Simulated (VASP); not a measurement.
Runs of VASP 6.6.1 on Rh. The structure is that of space group Fm-3m (No. 225), or close to it. The cells are those of the table. 

```tsv
task	potentials or basis	cell	k mesh	cutoff (eV)	second run	gap on the mesh (eV)	pressure (GPa)
single point	VASP PAW PBE potentials, release 64 (Rh_pv)	a = 2.740 Å, angles 60.0°, 1 atom	18 × 18 × 18	520	-	none	(a)
relaxation of cell and atoms	VASP PAW PBE potentials, release 64 (Rh_pv)	relaxed from a = 2.684 Å, angles 60.0°, 1 atom	18 × 18 × 18	600	-	none	0.0
single point	VASP PAW PBE potentials, release 64 (Rh_sv_GW)	a = 2.687 Å, angles 60.0°, 1 atom	18 × 18 × 18	580	valence_matched	none	(b)
single point	VASP PAW PBE potentials, release 64 (Rh_sv_GW)	a = 2.660 Å, angles 60.0°, 1 atom	18 × 18 × 18	580	valence_matched	none	7.6
single point	VASP PAW PBE potentials, release 64 (Rh_sv_GW)	a = 2.714 Å, angles 60.0°, 1 atom	18 × 18 × 18	580	valence_matched	none	-9.3
single point	VASP PAW PBE potentials, release 64 (Rh_pv)	a = 2.660 Å, angles 60.0°, 1 atom	18 × 18 × 18	520	-	none	10.7
single point	VASP PAW PBE potentials, release 64 (Rh_pv)	a = 2.684 Å, angles 60.0°, 1 atom	8 × 8 × 8	520	-	none	2.9
single point	VASP PAW PBE potentials, release 64 (Rh_sv_GW)	a = 2.632 Å, angles 60.0°, 1 atom	18 × 18 × 18	580	valence_matched	none	18.8
```

Alike in all rows: level r2SCAN; no spin polarisation; smearing gaussian 0.1 eV.

**Question.** Estimate the missing entries.

**Answer.** (a) -13.3; (b) -1.6.

Caveats: the PAW data sets were made with another functional, which shifts forces and pressure a little.

A k mesh can miss the band edges, and the runs leave out spin-orbit coupling on Rh.

A gap of «none» marks levels without a gap at the run's occupations.

The runs don't all hold the same shells in valence.
